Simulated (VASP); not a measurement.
# Ru in VASP: relaxation of the atoms with PBE

Aim: the relaxation of the atoms of Ru with PBE.

All numbers are computed with VASP 6.6.1; they aren't measurements. Logs are shortened: lines on timing, memory, paths and dates and some standing lists are left out, and cuts for length are marked.

### 1 The cell of the first run

The cell holds a slab with vacuum, 4 atoms: a = 2.694 Å, b = 3.810 Å, c = 18.041 Å, α = 90.00°, β = 90.00°, γ = 90.00°.

### 2 Relaxation of the atoms, PBE

File INCAR:

```
PREC = Accurate
ENCUT = 520
EDIFF = 1E-6
ISMEAR = 0
SIGMA = 0.1
LREAL = F
LASPH = T
NELM = 100
ALGO = Fast
ISIF = 2
LWAVE = F
LCHARG = F
LDIPOL = T
IDIPOL = 3
DIPOL = 0.5 0.5 0.500
GGA = PE
IBRION = 2
NSW = 70
EDIFFG = -0.03
```

File KPOINTS:

```
regular mesh
0
Gamma
  11 8 1
```

File POSCAR:

```
Ru
1.0
    2.6941956862      0.0000000000      0.0000000000
    0.0000000000      3.8101680791      0.0000000000
    0.0000000000      0.0000000000     18.0412935293
Ru
4
Selective dynamics
Direct
    0.5000000000      0.5000000000      0.3879987867  F F F
    0.0000000000      0.0000000000      0.4626662622  F F F
    0.5000000000      0.5000000000      0.5373337378  T T T
    0.0000000000      0.0000000000      0.6120012133  T T T
```

Potentials or basis: VASP PAW PBE potentials, release 64 (Ru_pv).

Started as:

```
$ cat potpaw_PBE.64/Ru_pv/POTCAR > POTCAR
$ mpirun -np 1 vasp_std > vasp.out
```

OUTCAR:

```text
PREC = Accurate
   ENCUT = 520
   EDIFF = 1E-6
   ISMEAR = 0
   LREAL = F
   LASPH = T
   NELM = 100
   ISIF = 2
   GGA = PE
   IBRION = 2
   NSW = 70
   EDIFFG = -0.03

 ion  position               nearest neighbor table
   1  0.500  0.500  0.388-   2 2.69   2 2.69   2 2.69   2 2.69   3 2.69
   2  0.000  0.000  0.463-   1 2.69   1 2.69   1 2.69   1 2.69   3 2.69   3 2.69   3 2.69   3 2.69
                             4 2.69
   3  0.500  0.500  0.537-   4 2.69   4 2.69   4 2.69   4 2.69   2 2.69   2 2.69   2 2.69   2 2.69
                             1 2.69
   4  0.000  0.000  0.612-   3 2.69   3 2.69   3 2.69   3 2.69   2 2.69

  LATTYP: Found a simple orthorhombic cell.
 ALAT       =     2.6941956862
 B/A-ratio  =     1.4142135624
 C/A-ratio  =     6.6963560300

  Lattice vectors:

 A1 = (   2.6941956862,   0.0000000000,   0.0000000000)
 A2 = (   0.0000000000,   3.8101680791,   0.0000000000)
 A3 = (   0.0000000000,   0.0000000000,  18.0412935293)

Analysis of symmetry for initial positions (statically):
=====================================================================
 Subroutine PRICEL returns:
 Original cell was already a primitive cell.

 Routine SETGRP: Setting up the symmetry group for a
 simple orthorhombic supercell.

 Subroutine GETGRP returns: Found  8 space group operations
 (whereof  4 operations were pure point group operations)
 out of a pool of  8 trial point group operations.

The static configuration has the point symmetry C_2v.
 The point group associated with its full space group is D_2h.

Analysis of symmetry for dynamics (positions and initial velocities):
=====================================================================
 Subroutine PRICEL returns:
 Original cell was already a primitive cell.

 Routine SETGRP: Setting up the symmetry group for a
 simple orthorhombic supercell.

 Subroutine GETGRP returns: Found  8 space group operations
 (whereof  4 operations were pure point group operations)
 out of a pool of  8 trial point group operations.

The dynamic configuration has the point symmetry C_2v.
 The point group associated with its full space group is D_2h.

Analysis of constrained symmetry for selective dynamics:
=====================================================================
 Subroutine PRICEL returns:
 Original cell was already a primitive cell.

 Routine SETGRP: Setting up the symmetry group for a
 simple orthorhombic supercell.

 Subroutine GETGRP returns: Found  4 space group operations
 (whereof  4 operations were pure point group operations)
 out of a pool of  8 trial point group operations.

The constrained configuration has the point symmetry C_2v.

 Subroutine INISYM returns: Found  4 space group operations
 (whereof  4 operations are pure point group operations),
 and found     1 'primitive' translations

----------------------------------------------------------------------------------------

                                     Primitive cell

  volume of cell :     185.2000

  direct lattice vectors                    reciprocal lattice vectors
     2.694195686  0.000000000  0.000000000     0.371168288  0.000000000  0.000000000
     0.000000000  3.810168079  0.000000000     0.000000000  0.262455613  0.000000000
     0.000000000  0.000000000 18.041293529     0.000000000  0.000000000  0.055428398

  length of vectors
     2.694195686  3.810168079 18.041293529     0.371168288  0.262455613  0.055428398

  position of ions in fractional coordinates (direct lattice)
     0.500000000  0.500000000  0.387998787
     0.000000000  0.000000000  0.462666262
     0.500000000  0.500000000  0.537333738
     0.000000000  0.000000000  0.612001213

  ion indices of the primitive-cell ions
   primitive index   ion index
                 1           1
                 2           2
                 3           3
                 4           4

----------------------------------------------------------------------------------------

 KPOINTS: regular mesh

Automatic generation of k-mesh.
 Grid dimensions read from file:
 generate k-points for:   11    8    1

 Generating k-lattice:

  Cartesian coordinates                     Fractional coordinates (reciprocal lattice)
     0.033742572  0.000000000  0.000000000     0.090909091  0.000000000  0.000000000
     0.000000000  0.032806952  0.000000000     0.000000000  0.125000000  0.000000000
     0.000000000  0.000000000  0.055428398     0.000000000  0.000000000  1.000000000

  Length of vectors
     0.033742572  0.032806952  0.055428398

  Shift w.r.t. Gamma in fractional coordinates (k-lattice)
     0.000000000  0.000000000  0.000000000

 Subroutine IBZKPT returns following result:
 ===========================================

 Found     30 irreducible k-points:

 Following reciprocal coordinates:
            Coordinates               Weight
  0.000000  0.000000  0.000000      1.000000
  0.090909  0.000000  0.000000      2.000000
  0.181818  0.000000  0.000000      2.000000
  0.272727  0.000000  0.000000      2.000000
  0.363636  0.000000  0.000000      2.000000
  0.454545  0.000000  0.000000      2.000000
[... 16 lines left out ...]
  0.363636  0.375000  0.000000      4.000000
  0.454545  0.375000  0.000000      4.000000
 [... further k-points ...]
   k-points           NKPTS =     30   k-points in BZ     NKDIM =     30   number of bands    NBANDS=     33
   number of dos      NEDOS =    301   number of ions     NIONS =      4
   total plane-waves  NPLWV =  78400
   dimension x,y,z NGX =    20 NGY =   28 NGZ =  140
   dimension x,y,z NGXF=    40 NGYF=   56 NGZF=  280
   ions per type =               4
   NGX,Y,Z   is equivalent  to a cutoff of  12.34, 12.22, 12.90 a.u.
   NGXF,Y,Z  is equivalent  to a cutoff of  24.68, 24.43, 25.80 a.u.
 SYSTEM =  unknown system
   PREC   = accura    normal or accurate (medium, high low for compatibility)
   ISTART =      0    job   : 0-new  1-cont  2-samecut
   ICHARG =      2    charge: 1-file 2-atom 10-const
   ISPIN  =      1    spin polarized calculation?
   LNONCOLLINEAR =      F non collinear calculations
   LSORBIT =      F    spin-orbit coupling
   LASPH  =      T    aspherical Exc in radial PAW
   ENCUT  =  520.0 eV  38.22 Ry    6.18 a.u.   5.01  7.08 33.54*2*pi/ulx,y,z
   NELM   =    100;   NELMIN=  2; NELMDL= -5     # of ELM steps
   EDIFF  = 0.1E-05   stopping-criterion for ELM
   LREAL  =      F    real-space projection
   EDIFFG = -.3E-01   stopping-criterion for IOM
   NSW    =     70    number of steps for IOM
   IBRION =      2    ionic relax: 0-MD 1-quasi-New 2-CG
   NFREE  =      1    steps in history (QN), initial steepest desc. (CG)
   ISIF   =      2    stress and relaxation
   ISYM   =      2    0-nonsym 1-usesym 2-fastsym
   POTIM  = 0.5000    time-step for ionic-motion
   TEBEG  =    0.0;   TEEND  =   0.0 temperature during run
   PSTRESS=    0.0 pullay stress
   NELECT =      56.0000    total number of electrons
   NUPDOWN=      -1.0000    fix difference up-down
   EMIN   =  10.00;   EMAX   =-10.00  energy-range for DOS
   EFERMI =   0.00;   METHOD = LEGACY
   ISMEAR =     0;   SIGMA  =   0.10  broadening in eV -4-tet -1-fermi 0-gaus
   EFERMI_NEDOS =   21; number of points for ismear=-14 and -15
   IALGO  =     68    algorithm
   IMIX   =      4    mixing-type and parameters
     AMIX     =   0.40;   BMIX     =  1.00
     AMIX_MAG =   1.60;   BMIX_MAG =  1.00
  volume/ion in A,a.u.               =      46.30       312.45
  Fermi-wavevector in a.u.,A,eV,Ry     =   1.098813  2.076456 16.427544  1.207390
  Thomas-Fermi vector in A             =   2.235197
   LORBIT       =      0    0 simple, 1 ext, 2 COOP (PROOUT), +10 PAW based schemes
   GGA     = PE    functional components
   LHFCALC =     F    Hartree Fock is set to
   AEXX    =    0.0000 exact exchange contribution
   IVDW    =     0    specifies the selected vdW correction
   LEPSILON=     F    determine dielectric tensor
   LRPA    =     F    only Hartree local field effects (RPA)
 conjugate gradient relaxation of ions
 non-spin polarized calculation
 RMM-DIIS sequential band-by-band and
 Gauss-broadening in eV      SIGMA  =   0.10
  energy-cutoff  :      520.00
  volume of cell :      185.20
 maximum number of plane-waves:      5040
   NGX = 11   NGY = 15   NGZ = 67

--------------------------------------- Ionic step        1  -------------------------------------------

 number of electron      56.0000027 magnetization

 Free energy of the ion-electron system (eV)
  ---------------------------------------------------
  ext. energy  EPLUGINS =         0.00000000
  ---------------------------------------------------
  free energy    TOTEN  =       -32.57602097 eV

  energy without entropy =      -32.54102204  energy(sigma->0) =      -32.55852151

------------------------ aborting loop because EDIFF is reached ----------------------------------------

  FORCE on cell =-STRESS in cart. coord.  units (eV):
  Direction    XX          YY          ZZ          XY          YZ          ZX
  --------------------------------------------------------------------------------------
  -------------------------------------------------------------------------------------
  Total       -6.0142784     -6.6785486     -6.5854323      0.0000000      0.0000000      0.0000000
  in kB      -52.0299213    -57.7765662    -56.9710111      0.0000000      0.0000000      0.0000000
  external PRESSURE =     -55.5924995 kB  Pullay stress =       0.0000000 kB
[... 57 lines left out ...]
  FREE ENERGIE OF THE ION-ELECTRON SYSTEM (eV)
  ---------------------------------------------------
  free  energy   TOTEN  =       -32.6859772256 eV

  energy  without entropy=      -32.6509458125  energy(sigma->0) =      -32.66846152

 dipolmoment           0.000000      0.000000      0.003423 electrons x Angstroem

--------------------------------------- Ionic step        3  -------------------------------------------

 number of electron      56.0000027 magnetization

------------------------ aborting loop because EDIFF is reached ----------------------------------------
[... 35 lines left out ...]
 number of electron      56.0000027 magnetization

------------------------ aborting loop because EDIFF is reached ----------------------------------------

 vacuum level on the upper side and lower side of the slab       (xc-potential included)        -0.073         0.058

  FORCE on cell =-STRESS in cart. coord.  units (eV):
  Direction    XX          YY          ZZ          XY          YZ          ZX
  --------------------------------------------------------------------------------------
  -------------------------------------------------------------------------------------
  Total       -4.7614482     -4.4880760     -2.4382274      0.0000000      0.0000000      0.0000000
  in kB      -41.1916041    -38.8266428    -21.0932664      0.0000000      0.0000000      0.0000000
  external PRESSURE =     -33.7038377 kB  Pullay stress =       0.0000000 kB
[... 101 lines left out ...]
--------------------------------------- Ionic step        7  -------------------------------------------

 number of electron      56.0000027 magnetization

 dipolmoment           0.000000      0.000000     -0.005999 electrons x Angstroem

 Free energy of the ion-electron system (eV)
  ---------------------------------------------------
  ext. energy  EPLUGINS =         0.00000000
  ---------------------------------------------------
  free energy    TOTEN  =       -32.73421045 eV

  energy without entropy =      -32.70018939  energy(sigma->0) =      -32.71719992

 E-fermi :   0.7005     XC(G=0):  -5.3638

 val. band max:        0.6986654162   @ k =   0.0909   0.2500   0.0000
 cond. band min:       0.7091938801   @ k =   0.0909   0.1250   0.0000
 fundamental gap:      0.0105284640
 Fermi energy:         0.7004718740

 k-point     1 :       0.0000    0.0000    0.0000
  band No.  band energies     occupation
      1     -42.7488      2.00000
      2     -42.5481      2.00000
      3     -42.4066      2.00000
      4     -42.2761      2.00000
      5     -42.2068      2.00000
      6     -41.9856      2.00000
[... 853 lines left out ...]
     32       2.1927      0.00000
     33       3.0637      0.00000

 [... further k-points ...]

------------------------ aborting loop because EDIFF is reached ----------------------------------------

 vacuum level on the upper side and lower side of the slab       (xc-potential included)        -0.172        -0.120

  FORCE on cell =-STRESS in cart. coord.  units (eV):
  Direction    XX          YY          ZZ          XY          YZ          ZX
  --------------------------------------------------------------------------------------
  -------------------------------------------------------------------------------------
  Total       -4.6748389     -4.1430516     -1.7341038      0.0000000      0.0000000      0.0000000
  in kB      -40.4423415    -35.8418143    -15.0018467      0.0000000      0.0000000      0.0000000
  external PRESSURE =     -30.4286675 kB  Pullay stress =       0.0000000 kB
[... 19 lines left out ...]
  FREE ENERGIE OF THE ION-ELECTRON SYSTEM (eV)
  ---------------------------------------------------
  free  energy   TOTEN  =       -32.7342104494 eV

  energy  without entropy=      -32.7001893874  energy(sigma->0) =      -32.71719992

 reached required accuracy - stopping structural energy minimisation

 vacuum level on the upper side and lower side of the slab         4.951         5.007
```

Run time: 17 min. Hardware: 1 thread of Oxide Virtual Turin-like, shared host; peak memory 0.32 GiB.

What came out:

* Free energy: -32.7342 eV
* Energy gained by relaxing: 39.5 meV/atom
* Ionic steps: 7
* Band gap on the k mesh: zero (bands 28 and 29 overlap by 1.15 eV)

The path:
| step | energy change (eV) | largest force on free atoms (eV/Å) | pressure (GPa) |
| --- | --- | --- | --- |
| 1 | 0.0000 | 1.6909 | -5.56 |
| 2 | -0.1100 | 0.9460 | -4.61 |
| 3 | -0.1481 | 0.3124 | -3.50 |
| 4 | -0.1531 | 0.2295 | -3.37 |
| 5 | -0.1581 | 0.0327 | -3.07 |
| 6 | -0.1582 | 0.0318 | -3.03 |
| 7 | -0.1582 | 0.0293 | -3.04 |

Final structure:
```
Ru
1.0
     2.69420    0.00000    0.00000
     0.00000    3.81017    0.00000
     0.00000    0.00000   18.04129
Ru
4
Cartesian
  1.3471 1.9051 7.0000
  0.0000 0.0000 8.3471
  1.3471 1.9051 9.6568
  0.0000 0.0000 10.8627
```

Levels at points of the mesh, in eV from the Fermi level:
```csv
k point,band 26,band 27,band 28,band 29,band 30,band 31
"(0.00, 0.00, 0.00)",-0.85,-0.84,-0.62,-0.25,0.09,0.42
"(0.00, 0.50, 0.00)",-0.62,-0.61,-0.51,0.18,0.47,0.88
```
